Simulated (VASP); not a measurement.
# YI (P-3m1) in VASP: notebook, part 2 of 2

VASP 6.6.1. The steps go on from the part before.

**4. Single point, LDA, collinear spin (39.79 Å³/atom)**

This run uses another cell than the first one, of 39.79 Å³/atom.

INCAR reads:

```
SYSTEM = YI
ALGO = Normal
EDIFF = 1E-7
ENCUT = 520
ISIF = 2
ISMEAR = -1
ISPIN = 2
LASPH = .TRUE.
LCHARG = .FALSE.
LMAXMIX = 4
LORBIT = 11
LREAL = .FALSE.
LWAVE = .FALSE.
MAGMOM = 0.6 0.6 0 0
NBANDS = 30
NELM = 150
PREC = Accurate
SIGMA = 0.05
```

KPOINTS reads:

```
k-points
0
G
  7 7 3
  0 0 0
```

POSCAR reads:

```
YI
1.0
    4.0335613826      0.0000000000      0.0000000000
   -2.0167806913      3.4931666250      0.0000000000
    0.0000000000      0.0000000000     11.2967757953
Y I
2 2
Direct
    0.6666666667      0.3333333333      0.6267270000
    0.3333333333      0.6666666667      0.3732730000
    0.3333333333      0.6666666667      0.8199750000
    0.6666666667      0.3333333333      0.1800250000
```

Potentials or basis: VASP PAW LDA potentials, release 64 (Y_sv, I).

Launch:

```
$ cat potpaw_LDA.64/Y_sv/POTCAR potpaw_LDA.64/I/POTCAR > POTCAR
$ mpirun -np 1 vasp_std > vasp.out
```

OUTCAR:

```text
SYSTEM = YI
   EDIFF = 1E-7
   ENCUT = 520
   ISIF = 2
   ISMEAR = -1
   ISPIN = 2
   LASPH = .TRUE.
   LORBIT = 11
   LREAL = .FALSE.
   NELM = 150
   PREC = Accurate

 ion  position               nearest neighbor table
   1  0.667  0.333  0.627-   3 3.19   3 3.19   3 3.19   2 3.69   2 3.69   2 3.69
   2  0.333  0.667  0.373-   4 3.19   4 3.19   4 3.19   1 3.69   1 3.69   1 3.69
   3  0.333  0.667  0.820-   1 3.19   1 3.19   1 3.19
   4  0.667  0.333  0.180-   2 3.19   2 3.19   2 3.19

  LATTYP: Found a hexagonal cell.
 ALAT       =     4.0335613826
 C/A-ratio  =     2.8006951485

  Lattice vectors:

 A1 = (   4.0335613826,   0.0000000000,   0.0000000000)
 A2 = (  -2.0167806913,   3.4931666250,   0.0000000000)
 A3 = (   0.0000000000,   0.0000000000,  11.2967757953)

Analysis of symmetry for initial positions (statically):
=====================================================================
 Subroutine PRICEL returns:
 Original cell was already a primitive cell.

 Routine SETGRP: Setting up the symmetry group for a
 hexagonal supercell.

 Subroutine GETGRP returns: Found 12 space group operations
 (whereof 12 operations were pure point group operations)
 out of a pool of 24 trial point group operations.

The static configuration has the point symmetry D_3d.

Analysis of symmetry for dynamics (positions and initial velocities):
=====================================================================
 Subroutine PRICEL returns:
 Original cell was already a primitive cell.

 Routine SETGRP: Setting up the symmetry group for a
 hexagonal supercell.

 Subroutine GETGRP returns: Found 12 space group operations
 (whereof 12 operations were pure point group operations)
 out of a pool of 24 trial point group operations.

The dynamic configuration has the point symmetry D_3d.

Analysis of structural, dynamic, and magnetic symmetry:
=====================================================================
 Subroutine PRICEL returns:
 Original cell was already a primitive cell.
[... 159 lines left out ...]
 fundamental gap:      0.0453439355
 Fermi energy:         3.1656339432

 spin component 1

 k-point     1 :       0.0000    0.0000    0.0000
  band No.  band energies     occupation
      1     -39.9951      1.00000
      2     -39.9736      1.00000
      3     -20.1556      1.00000
      4     -20.0368      1.00000
      5     -20.0368      1.00000
      6     -19.9988      1.00000
[... 649 lines left out ...]
     29       8.0027      0.00000
     30       8.5811      0.00000
 Fermi energy:         3.1656339432

 spin component 2

 k-point     1 :       0.0000    0.0000    0.0000
  band No.  band energies     occupation
      1     -39.8885      1.00000
      2     -39.8675      1.00000
      3     -20.0116      1.00000
      4     -19.9131      1.00000
      5     -19.9131      1.00000
      6     -19.8764      1.00000
[... 649 lines left out ...]
     29       8.1415      0.00000
     30       8.7537      0.00000

------------------------ aborting loop because EDIFF is reached ----------------------------------------

  FORCE on cell =-STRESS in cart. coord.  units (eV):
  Direction    XX          YY          ZZ          XY          YZ          ZX
  --------------------------------------------------------------------------------------
  -------------------------------------------------------------------------------------
  Total       -4.4729270     -4.4729270     -4.7072576      0.0000000      0.0000000      0.0000000
  in kB      -45.0235684    -45.0235684    -47.3822925      0.0000000      0.0000000      0.0000000
  external PRESSURE =     -45.8098098 kB  Pullay stress =       0.0000000 kB

 VOLUME and BASIS-vectors are now :
 -----------------------------------------------------------------------------
  energy-cutoff  :      520.00
  volume of cell :      159.17
      direct lattice vectors                 reciprocal lattice vectors
     4.033561383  0.000000000  0.000000000     0.247919867  0.143136602  0.000000000
    -2.016780691  3.493166625  0.000000000     0.000000000  0.286273203  0.000000000
     0.000000000  0.000000000 11.296775795     0.000000000  0.000000000  0.088520833

 POSITION                                       TOTAL-FORCE (eV/Angst)
 -----------------------------------------------------------------------------------
      2.01678      1.16439      7.07999         0.000000      0.000000      0.331643
     -0.00000      2.32878      4.21678         0.000000     -0.000000     -0.331643
     -0.00000      2.32878      9.26307        -0.000000      0.000000     -0.650470
      2.01678      1.16439      2.03370        -0.000000     -0.000000      0.650470
 -----------------------------------------------------------------------------------
    total drift:                               -0.000000      0.000000      0.000000

  FREE ENERGIE OF THE ION-ELECTRON SYSTEM (eV)
  ---------------------------------------------------
  free  energy   TOTEN  =       -21.0759971093 eV

  energy  without entropy=      -21.0395373442  energy(sigma->0) =      -21.05776723

 total charge

# of ion       s       p       d       f       tot
--------------------------------------------------
    1        2.210   6.219   0.834   0.015   9.279
    2        2.210   6.219   0.834   0.015   9.279
    3        1.513   2.779   0.019   0.000   4.310
    4        1.513   2.779   0.019   0.000   4.310
--------------------------------------------------
tot          7.446  17.996   1.706   0.029  27.178

 magnetization (x)

# of ion       s       p       d       f       tot
--------------------------------------------------
    1        0.009   0.035   0.216   0.001   0.262
    2        0.009   0.035   0.216   0.001   0.262
    3       -0.000   0.005   0.002   0.000   0.007
    4       -0.000   0.005   0.002   0.000   0.007
--------------------------------------------------
tot          0.017   0.081   0.436   0.002   0.537
```

OSZICAR:

```text
N       E                     dE             d eps       ncg     rms          rms(c)
DAV:   1     0.192045613909E+03    0.19205E+03   -0.15626E+04  2416   0.104E+03
DAV:   2    -0.307838202360E+01   -0.19512E+03   -0.18714E+03  2848   0.247E+02
DAV:   3    -0.204469161807E+02   -0.17369E+02   -0.17109E+02  3874   0.525E+01
[... 12 lines left out ...]
DAV:  16    -0.210759919151E+02   -0.45011E-05   -0.10869E-06  2904   0.350E-03    0.837E-03
DAV:  17    -0.210759947232E+02   -0.28081E-05   -0.85213E-07  2836   0.275E-03    0.599E-03
DAV:  18    -0.210759966561E+02   -0.19329E-05   -0.10978E-06  3006   0.318E-03    0.310E-03
DAV:  19    -0.210759970452E+02   -0.38907E-06   -0.32441E-07  2478   0.179E-03    0.203E-03
DAV:  20    -0.210759971093E+02   -0.64140E-07   -0.10682E-07  1830   0.122E-03
   1 F= -.21075997E+02 E0= -.21057767E+02  d E =-.364598E-01  mag=     0.9398
```

stdout:

```text
POSCAR found type information on POSCAR Y I
 POSCAR found :  2 types and       4 ions
 scaLAPACK will be used
 LDA part: xc-table for (Slater(with rela. corr.)+CA(PZ))
 , standard interpolation
 POSCAR, INCAR and KPOINTS ok, starting setup
 FFT: planning ... GRIDC
 FFT: planning ... GRID_SOFT
 FFT: planning ... GRID
 WAVECAR not read
 entering main loop
```

It took 3.4 min on 1 thread of AMD EPYC 7R43 (Zen 3), shared host; peak memory 0.29 GiB.

What came out:

```yaml
Free_energy: -21.0760 eV
Pressure: -4.6 GPa
Largest_force: 0.650 eV/Å
Net_moment: 0.94 μB per cell
Site_moments: Y +0.26; I +0.01 μB
Valence_electrons_inside_the_program's_atomic_spheres: Y 9.28; I 4.31
```

Forces on the atoms (eV/Å):
```
Y    0.000  0.000  0.332
Y    0.000  0.000 -0.332
I    0.000  0.000 -0.650
I    0.000  0.000  0.650
```

Levels at points of the mesh, in eV from the Fermi level:
Spin up:
| k point | band 16 | band 17 | band 18 | band 19 | band 20 | band 21 |
| --- | --- | --- | --- | --- | --- | --- |
| (0.00, 0.00, 0.00) | -2.00 | -2.00 | -0.30 | 1.16 | 1.16 | 1.28 |
Spin down:
| k point | band 13 | band 14 | band 15 | band 16 | band 17 | band 18 | band 19 | band 20 | band 21 | band 22 |
| --- | --- | --- | --- | --- | --- | --- | --- | --- | --- | --- |
| (0.00, 0.00, 0.00) | -1.98 | -1.98 | -1.98 | -1.98 | -1.82 | -0.07 | 1.40 | 1.40 | 1.52 | 1.66 |

Caveat: the cell stands under tension; a moment this small can come from the mesh or the smearing; spin-orbit coupling is left out, which moves the levels of the heavy elements.

**5. The runs side by side**

```csv
cell,gap on the mesh (eV),pressure (GPa),moment (μB),largest force (eV/Å)
"a = 3.875, b = 3.875, c = 10.853 Å, angles 90.0, 90.0, 120.0°, 4 atoms",none,-1.1,0.70,0.15
"a = 3.956, b = 3.956, c = 11.079 Å, angles 90.0, 90.0, 120.0°, 4 atoms",none,-3.1,0.87,0.36
"a = 4.034, b = 4.034, c = 11.297 Å, angles 90.0, 90.0, 120.0°, 4 atoms",none,-4.6,0.94,0.65
```

Alike in all rows: task single point; level LDA; potentials or basis VASP PAW LDA potentials, release 64 (Y_sv, I); spin collinear; k mesh 7 × 7 × 3; cutoff (eV) 520; smearing fermi-dirac 0.05 eV.

Caveats: a moment this small can come from the mesh or the smearing; spin-orbit coupling is left out, which moves the levels of the heavy elements; the cell stands under tension (at least some runs).

Absolute energies hang on the potentials; compare differences alone.

The gap in the log of VASP goes by the Fermi energy; the results here count the filled bands.